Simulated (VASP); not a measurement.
# Hf (P6/mmm) in VASP: notebook

Runs on Hf. Level: PBEsol. Tasks: single point.

Program: VASP 6.6.1. These are calculated values, not measurements. Logs are shortened: lines on timing, memory, paths and dates and some standing lists are left out, and cuts for length are marked.

## (1) The cell of the first run

The structure is hexagonal, space group P6/mmm (No. 191). Conventional cell: a = 4.554 Å, b = 4.554 Å, c = 2.833 Å, α = 90.00°, β = 90.00°, γ = 120.00°. Within 3.5 Å of Hf (site symmetry -6m2) lie 11 Hf at 2.63 to 2.99 Å. Within 3.7 Å of Hf (site symmetry 6/mmm) lie 14 Hf at 2.83 to 2.99 Å.

## (2) Single point, PBEsol

INCAR reads:

```
SYSTEM = Hf
  PREC = Accurate
  ENCUT = 520
  EDIFF = 1E-6
  ISMEAR = 1
  SIGMA = 0.1
  LREAL = .False.
  LASPH = .True.
  NELM = 80
  ALGO = Normal
  ISIF = 2
  LWAVE = .False.
  LCHARG = .False.
  GGA = PS
  NBANDS = 22
```

KPOINTS reads:

```
regular mesh
0
Gamma
  8 8 11
  0 0 0
```

POSCAR reads:

```
Hf
1.0
    4.5541795082      0.0000000000      0.0000000000
   -2.2770897541      3.9440351475      0.0000000000
    0.0000000000      0.0000000000      2.8328404417
Hf
3
Direct
    0.6666666667      0.3333333333      0.5000000000
    0.3333333333      0.6666666667      0.5000000000
    0.0000000000      0.0000000000      0.0000000000
```

Potentials or basis: VASP PAW PBE potentials, release 64 (Hf_pv).

Launch:

```
> cat potpaw_PBE.64/Hf_pv/POTCAR > POTCAR
> mpirun -np 1 vasp_std > vasp.out
```

OUTCAR:

```text
SYSTEM = Hf
   PREC = Accurate
   ENCUT = 520
   EDIFF = 1E-6
   ISMEAR = 1
   LREAL = .False.
   LASPH = .True.
   NELM = 80
   ISIF = 2
   GGA = PS

 ion  position               nearest neighbor table
   1  0.667  0.333  0.500-   2 2.63   2 2.63   2 2.63   3 2.99   3 2.99   3 2.99   3 2.99   3 2.99
                             3 2.99   2 3.87   2 3.87   2 3.87   2 3.87   2 3.87   2 3.87
   2  0.333  0.667  0.500-   1 2.63   1 2.63   1 2.63   3 2.99   3 2.99   3 2.99   3 2.99   3 2.99
                             3 2.99   1 3.87   1 3.87   1 3.87   1 3.87   1 3.87   1 3.87
   3  0.000  0.000  0.000-   1 2.99   2 2.99   1 2.99   2 2.99   1 2.99   1 2.99   2 2.99   2 2.99
                             1 2.99   1 2.99   2 2.99   2 2.99

  LATTYP: Found a hexagonal cell.
 ALAT       =     4.5541795082
 C/A-ratio  =     0.6220309139

  Lattice vectors:

 A1 = (   4.5541795082,   0.0000000000,   0.0000000000)
 A2 = (  -2.2770897541,   3.9440351475,   0.0000000000)
 A3 = (   0.0000000000,   0.0000000000,   2.8328404417)

Analysis of symmetry for initial positions (statically):
=====================================================================
 Subroutine PRICEL returns:
 Original cell was already a primitive cell.

 Routine SETGRP: Setting up the symmetry group for a
 hexagonal supercell.

 Subroutine GETGRP returns: Found 24 space group operations
 (whereof 24 operations were pure point group operations)
 out of a pool of 24 trial point group operations.

The static configuration has the point symmetry D_6h.

Analysis of symmetry for dynamics (positions and initial velocities):
=====================================================================
 Subroutine PRICEL returns:
 Original cell was already a primitive cell.

 Routine SETGRP: Setting up the symmetry group for a
 hexagonal supercell.

 Subroutine GETGRP returns: Found 24 space group operations
 (whereof 24 operations were pure point group operations)
 out of a pool of 24 trial point group operations.

The dynamic configuration has the point symmetry D_6h.

 Subroutine INISYM returns: Found 24 space group operations
 (whereof 24 operations are pure point group operations),
 and found     1 'primitive' translations

----------------------------------------------------------------------------------------

                                     Primitive cell

  volume of cell :      50.8830

  direct lattice vectors                    reciprocal lattice vectors
     4.554179508  0.000000000  0.000000000     0.219578521  0.126773718  0.000000000
    -2.277089754  3.944035148  0.000000000     0.000000000  0.253547436  0.000000000
     0.000000000  0.000000000  2.832840442     0.000000000  0.000000000  0.353002585

  length of vectors
     4.554179508  4.554179508  2.832840442     0.253547436  0.253547436  0.353002585

  position of ions in fractional coordinates (direct lattice)
     0.666666667  0.333333333  0.500000000
     0.333333333  0.666666667  0.500000000
     0.000000000  0.000000000  0.000000000

  ion indices of the primitive-cell ions
   primitive index   ion index
                 1           1
                 2           2
                 3           3

----------------------------------------------------------------------------------------

 KPOINTS: regular mesh

Automatic generation of k-mesh.
 Grid dimensions read from file:
 generate k-points for:    8    8   11

 Generating k-lattice:

  Cartesian coordinates                     Fractional coordinates (reciprocal lattice)
     0.027447315  0.015846715  0.000000000     0.125000000 -0.000000000  0.000000000
     0.000000000  0.031693430  0.000000000     0.000000000  0.125000000  0.000000000
     0.000000000  0.000000000  0.032091144     0.000000000  0.000000000  0.090909091

  Length of vectors
     0.031693430  0.031693430  0.032091144

  Shift w.r.t. Gamma in fractional coordinates (k-lattice)
     0.000000000  0.000000000  0.000000000

 Subroutine IBZKPT returns following result:
 ===========================================

 Found     60 irreducible k-points:

 Following reciprocal coordinates:
            Coordinates               Weight
  0.000000  0.000000  0.000000      1.000000
  0.125000 -0.000000  0.000000      6.000000
  0.250000 -0.000000  0.000000      6.000000
  0.375000 -0.000000  0.000000      6.000000
  0.500000 -0.000000  0.000000      3.000000
  0.125000  0.125000  0.000000      6.000000
[... 16 lines left out ...]
  0.250000 -0.000000  0.181818     12.000000
  0.375000 -0.000000  0.181818     12.000000
 [... further k-points ...]
   k-points           NKPTS =     60   k-points in BZ     NKDIM =     60   number of bands    NBANDS=     22
   number of dos      NEDOS =    301   number of ions     NIONS =      3
   total plane-waves  NPLWV =  31104
   dimension x,y,z NGX =    36 NGY =   36 NGZ =   24
   dimension x,y,z NGXF=    72 NGYF=   72 NGZF=   48
   ions per type =               3
   NGX,Y,Z   is equivalent  to a cutoff of  13.14, 13.14, 14.08 a.u.
   NGXF,Y,Z  is equivalent  to a cutoff of  26.28, 26.28, 28.17 a.u.
 SYSTEM =  Hf
   PREC   = accura    normal or accurate (medium, high low for compatibility)
   ISTART =      0    job   : 0-new  1-cont  2-samecut
   ICHARG =      2    charge: 1-file 2-atom 10-const
   ISPIN  =      1    spin polarized calculation?
   LNONCOLLINEAR =      F non collinear calculations
   LSORBIT =      F    spin-orbit coupling
   LASPH  =      T    aspherical Exc in radial PAW
   ENCUT  =  520.0 eV  38.22 Ry    6.18 a.u.   8.47  8.47  5.27*2*pi/ulx,y,z
   NELM   =     80;   NELMIN=  2; NELMDL= -5     # of ELM steps
   EDIFF  = 0.1E-05   stopping-criterion for ELM
   LREAL  =      F    real-space projection
   EDIFFG = 0.1E-04   stopping-criterion for IOM
   NSW    =      0    number of steps for IOM
   IBRION =     -1    ionic relax: 0-MD 1-quasi-New 2-CG
   NFREE  =      0    steps in history (QN), initial steepest desc. (CG)
   ISIF   =      2    stress and relaxation
   ISYM   =      2    0-nonsym 1-usesym 2-fastsym
   POTIM  = 0.5000    time-step for ionic-motion
   TEBEG  =    0.0;   TEEND  =   0.0 temperature during run
   PSTRESS=    0.0 pullay stress
   NELECT =      30.0000    total number of electrons
   NUPDOWN=      -1.0000    fix difference up-down
   EMIN   =  10.00;   EMAX   =-10.00  energy-range for DOS
   EFERMI =   0.00;   METHOD = LEGACY
   ISMEAR =     1;   SIGMA  =   0.10  broadening in eV -4-tet -1-fermi 0-gaus
   EFERMI_NEDOS =   21; number of points for ismear=-14 and -15
   IALGO  =     38    algorithm
   IMIX   =      4    mixing-type and parameters
     AMIX     =   0.40;   BMIX     =  1.00
     AMIX_MAG =   1.60;   BMIX_MAG =  1.00
  volume/ion in A,a.u.               =      16.96       114.46
  Fermi-wavevector in a.u.,A,eV,Ry     =   1.372748  2.594118 25.639333  1.884438
  Thomas-Fermi vector in A             =   2.498327
   LORBIT       =      0    0 simple, 1 ext, 2 COOP (PROOUT), +10 PAW based schemes
   GGA     = PS    functional components
   LHFCALC =     F    Hartree Fock is set to
   AEXX    =    0.0000 exact exchange contribution
   IVDW    =     0    specifies the selected vdW correction
   LEPSILON=     F    determine dielectric tensor
   LRPA    =     F    only Hartree local field effects (RPA)
 non-spin polarized calculation
 Methfessel and Paxton  Order N= 1 SIGMA  =   0.10
  energy-cutoff  :      520.00
  volume of cell :       50.88
 maximum number of plane-waves:      1402
 NGX is ok and might be reduce to    36
   NGX = 17   NGY = 17   NGZ = 11

 number of electron      30.0000004 magnetization

 Free energy of the ion-electron system (eV)
  ---------------------------------------------------
  ext. energy  EPLUGINS =         0.00000000
  ---------------------------------------------------
  free energy    TOTEN  =       -30.05033597 eV

  energy without entropy =      -30.05104577  energy(sigma->0) =      -30.05057257

 E-fermi :   6.6197     XC(G=0): -12.7235

 val. band max:        6.5995524651   @ k =   0.5000  -0.0000   0.0909
 cond. band min:       6.6215869253   @ k =   0.3750   0.2500   0.4545
 fundamental gap:      0.0220344603
 Fermi energy:         6.6197130835

 k-point     1 :       0.0000    0.0000    0.0000
  band No.  band energies     occupation
      1     -23.9519      2.00000
      2     -23.9519      2.00000
      3     -23.6721      2.00000
      4     -23.6721      2.00000
      5     -22.8841      2.00000
      6     -22.4152      2.00000
[... 14 lines left out ...]
     21      10.0475      0.00000
     22      10.0516      0.00000

 k-point     2 :       0.1250   -0.0000    0.0000
  band No.  band energies     occupation
      1     -24.0912      2.00000
      2     -24.0353      2.00000
      3     -23.5145      2.00000
      4     -23.4888      2.00000
      5     -22.8634      2.00000
      6     -22.4252      2.00000
[... 14 lines left out ...]
     21       9.4098      0.00000
     22      10.9406      0.00000

 k-point     3 :       0.2500   -0.0000    0.0000
  band No.  band energies     occupation
      1     -24.2711      2.00000
      2     -24.0488      2.00000
      3     -23.2859      2.00000
      4     -23.2306      2.00000
      5     -22.8063      2.00000
      6     -22.6254      2.00000
[... 14 lines left out ...]
     21      10.0823      0.00000
     22      11.9408      0.00000

 k-point     4 :       0.3750   -0.0000    0.0000
  band No.  band energies     occupation
      1     -24.3928      2.00000
      2     -23.9010      2.00000
      3     -23.2664      2.00000
      4     -23.1058      2.00000
      5     -22.7559      2.00000
      6     -22.7294      2.00000
[... 14 lines left out ...]
     21      11.2025      0.00000
     22      11.4948      0.00000

 k-point     5 :       0.5000   -0.0000    0.0000
  band No.  band energies     occupation
      1     -24.4352      2.00000
      2     -23.6408      2.00000
      3     -23.5730      2.00000
      4     -23.0346      2.00000
      5     -22.7157      2.00000
      6     -22.6809      2.00000
[... 417 lines left out ...]
 k-point    22 :       0.1250   -0.0000    0.1818
  band No.  band energies     occupation
      1     -24.0071      2.00000
      2     -23.9560      2.00000
      3     -23.4581      2.00000
      4     -23.4523      2.00000
      5     -23.1842      2.00000
      6     -22.8773      2.00000
[... 14 lines left out ...]
     21       9.4052      0.00000
     22      11.6484      0.00000

 k-point    23 :       0.2500   -0.0000    0.1818
  band No.  band energies     occupation
      1     -24.1625      2.00000
      2     -23.9745      2.00000
      3     -23.3104      2.00000
      4     -23.2693      2.00000
      5     -23.1275      2.00000
      6     -22.8818      2.00000
[... 14 lines left out ...]
     21       9.7870      0.00000
     22      12.2394      0.00000

 k-point    24 :       0.3750   -0.0000    0.1818
  band No.  band energies     occupation
      1     -24.2715      2.00000
      2     -23.8722      2.00000
      3     -23.3951      2.00000
      4     -23.1298      2.00000
      5     -23.0627      2.00000
      6     -22.7690      2.00000
[... 14 lines left out ...]
     21      10.6490      0.00000
     22      11.4431      0.00000

 [... further k-points ...]
[... 5 lines left out ...]
  --------------------------------------------------------------------------------------
  -------------------------------------------------------------------------------------
  Total       12.5178552     12.5178552     12.6574960      0.0000000      0.0000000     -0.0000000
  in kB      394.1553911    394.1553911    398.5523228      0.0000000      0.0000000     -0.0000000
  external PRESSURE =     395.6210350 kB  Pullay stress =       0.0000000 kB

 VOLUME and BASIS-vectors are now :
 -----------------------------------------------------------------------------
  energy-cutoff  :      520.00
  volume of cell :       50.88
      direct lattice vectors                 reciprocal lattice vectors
     4.554179508  0.000000000  0.000000000     0.219578521  0.126773718  0.000000000
    -2.277089754  3.944035148  0.000000000     0.000000000  0.253547436  0.000000000
     0.000000000  0.000000000  2.832840442     0.000000000  0.000000000  0.353002585

 POSITION                                       TOTAL-FORCE (eV/Angst)
 -----------------------------------------------------------------------------------
      2.27709      1.31468      1.41642        -0.000000      0.000000      0.000000
     -0.00000      2.62936      1.41642         0.000000     -0.000000     -0.000000
      0.00000      0.00000      0.00000        -0.000000      0.000000      0.000000
 -----------------------------------------------------------------------------------
    total drift:                                0.000000      0.000000     -0.000000

  FREE ENERGIE OF THE ION-ELECTRON SYSTEM (eV)
  ---------------------------------------------------
  free  energy   TOTEN  =       -30.0503359696 eV

  energy  without entropy=      -30.0510457743  energy(sigma->0) =      -30.05057257
```

It took 56 s on 1 thread of AMD EPYC 7R43 (Zen 3), shared host; peak memory 0.17 GiB.

What came out:

* Free energy: -30.0503 eV
* Pressure: 39.6 GPa
* Band gap on the k mesh: zero (band 15 reaches 7.19 eV, above the bottom of band 16 at 6.13 eV)

Stress tensor (GPa, compression positive):
```
39.42  0.00  0.00
 0.00 39.42  0.00
 0.00  0.00 39.86
```

Levels at points of the mesh, in eV from the Fermi level:
| k point | band 12 | band 13 | band 14 | band 15 | band 16 | band 17 | band 18 | band 19 |
| --- | --- | --- | --- | --- | --- | --- | --- | --- |
| (0.00, 0.00, 0.00) | -0.64 | -0.47 | -0.47 | -0.40 | -0.40 | 1.23 | 2.51 | 2.51 |
| (0.50, 0.00, 0.00) | -4.42 | -0.94 | -0.92 | -0.66 | -0.07 | 1.04 | 1.65 | 2.54 |

Caveat: the PAW data sets were made with another functional, which shifts forces and pressure a little; spin-orbit coupling is left out, which moves the levels of the heavy elements.

## (3) Single point, PBEsol

This run uses another cell than the first one, of 17.71 Å³/atom, 1.044 times its volume.

INCAR reads:

```
SYSTEM = Hf
  ALGO = Normal
  EDIFF = 1E-6
  ENCUT = 520
  GGA = PS
  ISIF = 2
  ISMEAR = 1
  LASPH = .TRUE.
  LCHARG = .FALSE.
  LREAL = .FALSE.
  LWAVE = .FALSE.
  NBANDS = 22
  NELM = 60
  PREC = Accurate
  SIGMA = 0.1
```

KPOINTS reads:

```
k-points
0
G
  8 8 11
  0 0 0
```

POSCAR reads:

```
Hf
1.0
    4.6193685490      0.0000000000      0.0000000000
   -2.3096842745      4.0004905129      0.0000000000
    0.0000000000      0.0000000000      2.8754166467
Hf
3
Direct
    0.6666666667      0.3333333333      0.5000000000
    0.3333333333      0.6666666667      0.5000000000
    0.0000000000      0.0000000000      0.0000000000
```

Potentials or basis: VASP PAW PBE potentials, release 64 (Hf_pv).

Launch:

```
> cat potpaw_PBE.64/Hf_pv/POTCAR > POTCAR
> mpirun -np 1 vasp_std > vasp.out
```

It took 55 s on 1 thread of AMD EPYC 7R43 (Zen 3), shared host; peak memory 0.17 GiB.

It converged, with:

- Free energy: -30.5349 eV
- Pressure: 29.5 GPa
- Band gap on the k mesh: zero (band 15 reaches 6.82 eV, above the bottom of band 16 at 5.82 eV)

Stress tensor (GPa, compression positive):
```
29.40  0.00  0.00
 0.00 29.40  0.00
 0.00  0.00 29.83
```

Levels at points of the mesh, in eV from the Fermi level:
| k point | band 12 | band 13 | band 14 | band 15 | band 16 | band 17 | band 18 | band 19 |
| --- | --- | --- | --- | --- | --- | --- | --- | --- |
| (0.00, 0.00, 0.00) | -0.65 | -0.54 | -0.54 | -0.48 | -0.48 | 1.20 | 2.42 | 2.42 |
| (0.50, 0.00, 0.00) | -4.30 | -0.86 | -0.85 | -0.63 | -0.04 | 0.98 | 1.61 | 2.21 |

Caveat: the PAW data sets were made with another functional, which shifts forces and pressure a little; spin-orbit coupling is left out, which moves the levels of the heavy elements.

## (4) Single point, PBEsol

This run uses another cell than the first one, of 18.64 Å³/atom, 1.099 times its volume.

INCAR reads:

```
SYSTEM = Hf
PREC = Accurate
ENCUT = 520
EDIFF = 1E-6
ISMEAR = 1
SIGMA = 0.1
LREAL = .FALSE.
LASPH = .TRUE.
NELM = 60
ALGO = Normal
ISIF = 2
LWAVE = .FALSE.
LCHARG = .TRUE.
GGA = PS
LELF = .TRUE.
LVHAR = .TRUE.
NBANDS = 22
```

KPOINTS reads:

```
Automatic mesh
0
G
  8 8 11
  0 0 0
```

POSCAR reads:

```
Hf
1.0
    4.6978178297      0.0000000000      0.0000000000
   -2.3489089149      4.0684295829      0.0000000000
    0.0000000000      0.0000000000      2.9261665973
Hf
3
Direct
    0.6666666667      0.3333333333      0.5000000000
    0.3333333333      0.6666666667      0.5000000000
    0.0000000000      0.0000000000      0.0000000000
```

Launch:

```
> cat potpaw_PBE.64/Hf_pv/POTCAR > POTCAR
> mpirun -np 1 vasp_std > vasp.out
```

Wall time 58 s (1 thread of AMD EPYC 7R43 (Zen 3), shared host); peak memory 0.17 GiB.

Results (log left out):

* Free energy: -30.9601 eV
* Pressure: 19.6 GPa
* Band gap on the k mesh: zero (band 15 reaches 6.40 eV, above the bottom of band 16 at 5.37 eV)

Stress tensor (GPa, compression positive):
```
19.45  0.00  0.00
 0.00 19.45  0.00
 0.00  0.00 19.89
```

Levels at points of the mesh, in eV from the Fermi level:
```tsv
k point	band 12	band 13	band 14	band 15	band 16	band 17	band 18	band 19
(0.00, 0.00, 0.00)	-0.65	-0.59	-0.59	-0.54	-0.54	1.18	2.35	2.35
(0.50, 0.00, 0.00)	-4.13	-0.76	-0.74	-0.57	0.01	0.94	1.59	1.89
```

Caveat: the PAW data sets were made with another functional, which shifts forces and pressure a little; spin-orbit coupling is left out, which moves the levels of the heavy elements.

## (5) Single point, PBEsol

This run uses another cell than the first one, of 19.83 Å³/atom, 1.169 times its volume.

INCAR reads:

```
SYSTEM = Hf
ALGO     = Normal         ! electronic algorithm
EDIFF    = 1E-7           ! SCF threshold, eV
ENCUT    = 520            ! plane-wave cutoff, eV
GGA      = PS             ! functional
ISIF     = 2              ! what is computed and relaxed
ISMEAR   = 1              ! smearing method
LASPH    = .TRUE.         ! aspherical terms in the spheres
LCHARG   = .FALSE.        ! write CHGCAR
LREAL    = .FALSE.        ! projectors in reciprocal space
LWAVE    = .FALSE.        ! write WAVECAR
NBANDS   = 22             ! bands
NELM     = 60             ! most SCF steps
PREC     = Accurate       ! precision mode
SIGMA    = 0.1            ! smearing width, eV
```

KPOINTS reads:

```
k-points
0
G
  8 8 11
  0 0 0
```

POSCAR reads:

```
Hf
1.0
    4.7952199676      0.0000000000      0.0000000000
   -2.3976099838      4.1527823087      0.0000000000
    0.0000000000      0.0000000000      2.9866729366
Hf
3
Direct
    0.6666666667      0.3333333333      0.5000000000
    0.3333333333      0.6666666667      0.5000000000
    0.0000000000      0.0000000000      0.0000000000
```

Launch:

```
> cat potpaw_PBE.64/Hf_pv/POTCAR > POTCAR
> mpirun -np 1 vasp_std > vasp.out
```

Run time: 61 s. Hardware: 1 thread of AMD EPYC 7R43 (Zen 3), shared host; peak memory 0.18 GiB.

It converged, with:

```yaml
Free_energy: -31.2801 eV
Pressure: 9.6 GPa
Band_gap_on_the_k_mesh: zero (band 15 reaches 5.90 eV, above the bottom of band 16 at 4.86 eV)
```

Stress tensor (GPa, compression positive):
```
9.51 0.00 0.00
0.00 9.51 0.00
0.00 0.00 9.87
```

Levels at points of the mesh, in eV from the Fermi level:
```tsv
k point	band 11	band 12	band 13	band 14	band 15	band 16	band 17	band 18	band 19	band 20
(0.00, 0.00, 0.00)	-2.91	-0.64	-0.61	-0.61	-0.58	-0.58	1.16	2.27	2.27	3.05
(0.50, 0.00, 0.00)	-4.57	-3.91	-0.65	-0.61	-0.48	0.08	0.91	1.55	1.58	3.21
```

Caveat: the PAW data sets were made with another functional, which shifts forces and pressure a little; spin-orbit coupling is left out, which moves the levels of the heavy elements.

## (6) Overview

```csv
cell,gap on the mesh (eV),pressure (GPa)
"a = 4.554, b = 4.554, c = 2.833 Å, angles 90.0, 90.0, 120.0°, 3 atoms",none,39.6
"a = 4.619, b = 4.619, c = 2.875 Å, angles 90.0, 90.0, 120.0°, 3 atoms",none,29.5
"a = 4.698, b = 4.698, c = 2.926 Å, angles 90.0, 90.0, 120.0°, 3 atoms",none,19.6
"a = 4.795, b = 4.795, c = 2.987 Å, angles 90.0, 90.0, 120.0°, 3 atoms",none,9.6
```

Alike in all rows: task single point; level PBEsol; potentials or basis VASP PAW PBE potentials, release 64 (Hf_pv); no spin polarisation; k mesh 8 × 8 × 11; cutoff (eV) 520; smearing methfessel-paxton 0.1 eV.

Caveats: the PAW data sets were made with another functional, which shifts forces and pressure a little; spin-orbit coupling is left out, which moves the levels of the heavy elements.

Absolute energies hang on the potentials; compare differences alone.
